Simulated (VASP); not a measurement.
Runs of VASP 6.6.1 on BN. The structure is that of space group P6_3/mmc (No. 194), or close to it. The cells are those of the table. 

| task | level | potentials or basis | cell | k mesh | cutoff (eV) | smearing | gap on the mesh (eV) | pressure (GPa) | relaxed volume (Å³/atom) |
| --- | --- | --- | --- | --- | --- | --- | --- | --- | --- |
| single point | r2SCAN | VASP PAW PBE potentials, release 64 (B, N) | a = 2.491, b = 2.491, c = 4.001 Å, angles 90.0, 90.0, 120.0°, 4 atoms | 12 × 12 × 6 | 520 | fermi-dirac 0.02 eV | 1.82 | 0.4 | - |
| single point | LDA | VASP PAW LDA potentials, release 64 (B, N) | a = 2.491, b = 2.491, c = 4.001 Å, angles 90.0, 90.0, 120.0°, 4 atoms | 12 × 12 × 6 | 520 | gaussian 0.01 eV | (c) | -9.5 | - |
| single point | PBE | VASP PAW PBE potentials, release 64 (B, N) | a = 2.500, b = 2.500, c = 4.022 Å, angles 90.0, 90.0, 120.0°, 4 atoms | 12 × 12 × 6 | 520 | fermi-dirac 0.02 eV | 1.49 | -0.2 | - |
| relaxation of cell and atoms | LDA | VASP PAW LDA potentials, release 64 (B, N) | relaxed from a = 2.500, b = 2.500, c = 4.022 Å, angles 90.0, 90.0, 120.0°, 4 atoms | 12 × 12 × 6 | 600 | fermi-dirac 0.02 eV | 1.77 | -0.1 | 5.24 |
| relaxation of cell and atoms | PBE | VASP PAW PBE potentials, release 64 (B, N) | relaxed from a = 2.203, b = 2.203, c = 3.590 Å, angles 90.0, 90.0, 120.0°, 4 atoms | 12 × 12 × 6 | 600 | fermi-dirac 0.02 eV | (a) | 0.1 | 5.43 |
| single point | PBE | VASP PAW PBE potentials, release 64 (B, N) | a = 2.491, b = 2.491, c = 4.001 Å, angles 90.0, 90.0, 120.0°, 4 atoms | 6 × 6 × 4 | 520 | gaussian 0.01 eV | 1.58 | 4.5 | - |
| single point | PBE | VASP PAW PBE potentials, release 64 (B, N) | a = 2.491, b = 2.491, c = 4.001 Å, angles 90.0, 90.0, 120.0°, 4 atoms | 12 × 12 × 6 | 520 | fermi-dirac 0.02 eV | 1.58 | 4.5 | - |
| single point | r2SCAN | VASP PAW PBE potentials, release 64 (B, N) | a = 2.491, b = 2.491, c = 4.001 Å, angles 90.0, 90.0, 120.0°, 4 atoms | 12 × 12 × 6 | 520 | gaussian 0.01 eV | 1.82 | 0.4 | - |
| dielectric tensor | PBE | VASP PAW PBE potentials, release 64 (B, N) | a = 2.491, b = 2.491, c = 4.001 Å, angles 90.0, 90.0, 120.0°, 4 atoms | 9 × 9 × 6 | 520 | gaussian 0.01 eV | 1.61 | - | - |
| relaxation of cell and atoms | PBEsol | VASP PAW PBE potentials, release 64 (B, N) | relaxed from a = 2.500, b = 2.500, c = 4.022 Å, angles 90.0, 90.0, 120.0°, 4 atoms | 12 × 12 × 6 | 600 | fermi-dirac 0.02 eV | 1.57 | -0.1 | 5.35 |
| single point | LDA | VASP PAW LDA potentials, release 64 (B, N) | a = 2.466, b = 2.466, c = 3.979 Å, angles 90.0, 90.0, 120.0°, 4 atoms | 12 × 12 × 6 | 520 | fermi-dirac 0.02 eV | 1.77 | 0.7 | - |
| single point | PBEsol | VASP PAW PBE potentials, release 64 (B, N) | a = 2.483, b = 2.483, c = 4.004 Å, angles 90.0, 90.0, 120.0°, 4 atoms | 12 × 12 × 6 | 520 | fermi-dirac 0.02 eV | 1.57 | (b) | - |

Alike in all rows: no spin polarisation.

Task: Fill in the values left out.

Result: (a) 1.50; (b) 0.2; (c) 1.67.

Caveats: some runs use coarse meshes; the PAW data sets were made with another functional, which shifts forces and pressure a little (some runs); the volume moved by over 15 % at a fixed basis, so the end points are rough (some runs).

A k mesh can miss the band edges.
